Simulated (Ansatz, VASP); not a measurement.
**Two plane-wave programs on W**

```
CELL_PARAMETERS angstrom
4.46080 0.00000 0.00000
0.00000 2.73167 0.00000
0.00000 0.00000 23.72634
ATOMIC_POSITIONS crystal
W 0.00000 0.00000 0.33718
W 0.50000 0.33333 0.39145
W 0.00000 0.66667 0.44573
W 0.50000 0.00000 0.50000
W 0.00000 0.33333 0.55427
W 0.50000 0.66667 0.60855
W 0.00000 0.00000 0.66282
```

Alike in both runs: task single point; functional PBEsol; k mesh 6 × 10 × 1; no spin polarisation.

|  | VASP | Ansatz |
| --- | --- | --- |
| version | VASP 6.6.1 | Ansatz 0.2.0 |
| potentials or method | VASP PAW PBE potentials, release 64 (W_sv) | plane-wave PAW, scalar-relativistic |
| plane-wave cutoff (eV) | 520 | 420 |
| occupations | methfessel-paxton of order 1, width 0.1 eV | cold, width 0.1 eV |
| valence electrons in the cell | 98 | 98 |

|  | VASP | Ansatz | Ansatz less VASP |
| --- | --- | --- | --- |
| rms of the force components (eV/Å) | 0.828 | 0.832 | +0.0040 |

VASP's potentials were made for PBE, not for PBEsol. Atom by atom the forces differ by 0.014 eV/Å (rms over components).

Spin-orbit coupling is off throughout.
